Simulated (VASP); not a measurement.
## TaN: relaxation of cell and atoms with RPBE+D4

TaN:

```
Ta N
1.0
     5.19600    0.00000    0.00000
    -2.59800    4.49987    0.00000
     0.00000    0.00000    2.91100
Ta N
3 3
Direct
  0.00000 0.00000 0.00000
  0.66667 0.33333 0.50000
  0.33333 0.66667 0.50000
  0.00000 0.39285 0.00000
  0.60715 0.60715 0.00000
  0.39285 0.00000 0.00000
```

| Item | Value |
| --- | --- |
| Program | VASP 6.6.1 |
| Task | relaxation of cell and atoms |
| Functional | RPBE |
| Dispersion | D4 |
| Potentials or basis | VASP PAW PBE potentials, release 64 (Ta_pv, N) |
| Cutoff | 600 eV |
| k mesh | 6 × 6 × 9 |
| Occupations | fermi-dirac, width 0.05 eV |
| Spin | no spin polarisation |
| Dipole correction | no |
| Further INCAR settings | ALGO = Normal; EDIFF = 1e-06; IBRION = 2; EDIFFG = -0.01; NSW = 60; ISIF = 3 |

The relaxed volume is 11.35 Å³/atom and the relaxed cell is a = 5.201 Å, b = 5.201 Å, c = 2.907 Å, α = 90.00°, β = 90.00°, γ = 120.00°. The space group after relaxing (to 0.05 Å) is P-62m (No. 189) and the energy gained by relaxing is 0.1 meV/atom. The ionic steps are 9, the pressure after relaxing is 0.0 GPa and the largest force after relaxing is 0.010 eV/Å. The band gap on the k mesh is zero (band 24 reaches 10.19 eV, above the bottom of band 25 at 7.10 eV) and the dispersion energy per atom is -0.591 eV.

Forces in eV/Å, atoms in the order of the input:
```
Ta   0.000  0.000  0.000
Ta   0.000  0.000  0.000
Ta   0.000  0.000  0.000
N   -0.005  0.008  0.000
N   -0.005 -0.008  0.000
N    0.010  0.000  0.000
```

Stress tensor (GPa, compression positive):
```
-0.04  0.00  0.00
 0.00 -0.04  0.00
 0.00  0.00  0.11
```

Step by step:
| step | energy change (eV) | largest force (eV/Å) | pressure (GPa) | volume (Å³) |
| --- | --- | --- | --- | --- |
| 1 | 0.0000 | 0.0809 | 0.20 | 68.06 |
| 2 | -0.0003 | 0.0256 | -0.52 | 68.20 |
| 3 | -0.0007 | 0.0198 | -0.20 | 68.14 |
| 4 | -0.0007 | 0.0185 | -0.20 | 68.14 |
| 5 | -0.0006 | 0.0039 | -0.32 | 68.16 |
| 6 | -0.0007 | 0.0170 | -0.22 | 68.15 |
| 7 | -0.0007 | 0.0010 | 0.32 | 68.02 |
| 8 | -0.0007 | 0.0083 | 0.05 | 68.09 |
| 9 | -0.0007 | 0.0097 | 0.01 | 68.09 |

Final structure:
```
Ta N
1.0
     5.20099    0.00000    0.00000
    -2.60049    4.50419    0.00000
     0.00000    0.00000    2.90671
Ta N
3 3
Direct
  0.00000 0.00000 0.00000
  0.66667 0.33333 0.50000
  0.33333 0.66667 0.50000
  0.00000 0.39339 0.00000
  0.60661 0.60661 0.00000
  0.39339 0.00000 0.00000
```

Levels at points of the mesh, in eV from the Fermi level:
| k point | band 22 | band 23 | band 24 | band 25 | band 26 | band 27 |
| --- | --- | --- | --- | --- | --- | --- |
| (0.00, 0.00, 0.00) | -3.31 | -1.90 | -0.89 | -0.89 | 0.66 | 0.66 |
| (0.50, 0.00, 0.00) | -3.86 | -2.82 | -2.59 | 1.26 | 1.86 | 1.95 |

Wall time 10 min on 1 thread of AMD EPYC 7R13, with other jobs on the host, peak memory 0.22 GiB.

Caveat: the PAW data sets were made with another functional, which shifts forces and pressure a little; spin-orbit coupling is left out, which moves the levels of the heavy elements; pairwise dispersion overbinds metals, which lowers pressure and volume.
